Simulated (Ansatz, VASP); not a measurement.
**Two plane-wave programs on V2O**

```xyz
6
Lattice="4.7563 0.0000 0.0000 0.0000 5.0965 0.0000 0.0000 0.0000 2.6231" Properties=species:S:1:pos:R:3 pbc="T T T"
V     1.0706    1.6564    0.0000
V     3.6857    3.4400    0.0000
V     3.4487    0.8918    1.3116
V     1.3076    4.2046    1.3116
O     0.0000    0.0000    0.0000
O     2.3782    2.5482    1.3116
```

Alike in both runs: functional PBE; k mesh 8 × 8 × 14; occupations gaussian, width 0.1 eV; no spin polarisation.

Ansatz relaxed the structure, and its values are those at the end. VASP's run is a single point on that final structure, the one shown.

|  | VASP | Ansatz |
| --- | --- | --- |
| version | VASP 6.6.1 | Ansatz 0.2.0 |
| potentials or method | VASP PAW PBE potentials, release 64 (V_sv, O), cutoff 520 eV | scalar-relativistic, plane waves, PAW |
| valence electrons in the cell | 64 | 64 |

```csv
,VASP,Ansatz,Ansatz less VASP
gap on the k mesh at the Fermi level (eV),none,none,-
pressure (GPa),0.9,0.0,-0.87
rms of the force components (eV/Å),0.010,0.000,-0.0099
```

A gap of «none» marks a metal or a gap that the smearing closes. The functional is the same, so the differences come from potentials, cutoffs and numerics.
